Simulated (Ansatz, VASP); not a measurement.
## Two plane-wave programs on GaAs

```
Ga As
1.0
     0.00000    2.80169    2.80169
     2.80169    0.00000    2.80169
     2.80169    2.80169    0.00000
Ga As
1 1
Direct
  0.00000 0.00000 0.00000
  0.25000 0.25000 0.25000
```

Alike in both runs: functional LDA; k mesh 12 × 12 × 12; occupations gaussian, width 0.02 eV; no spin polarisation.

Ansatz relaxed the structure, and its values are those at the end. VASP's run is a single point on that final structure, the one shown.

|  | VASP | Ansatz |
| --- | --- | --- |
| version | VASP 6.6.1 | Ansatz 0.2.0 |
| potentials or method | VASP PAW LDA potentials, release 64 (Ga_d, As), cutoff 500 eV | scalar-relativistic, plane waves, PAW |
| valence electrons in the cell | 18 | 28 |

Ansatz gave:

```
gap on the k mesh at the Fermi level (eV) : 0.49
least direct gap on the mesh (eV)         : 0.49
pressure (GPa)                            : 0.0
```

Q: What did VASP give for the same quantities?

A: gap on the k mesh at the Fermi level (eV): 0.54; least direct gap on the mesh (eV): 0.54; pressure (GPa): 0.3.

LDA's correlation is that of Perdew and Zunger in VASP and of Perdew and Wang (1992) in Ansatz. VASP's potentials hold 18 valence electrons a cell and Ansatz's 28, so a difference there can come from the potentials and not from the codes.
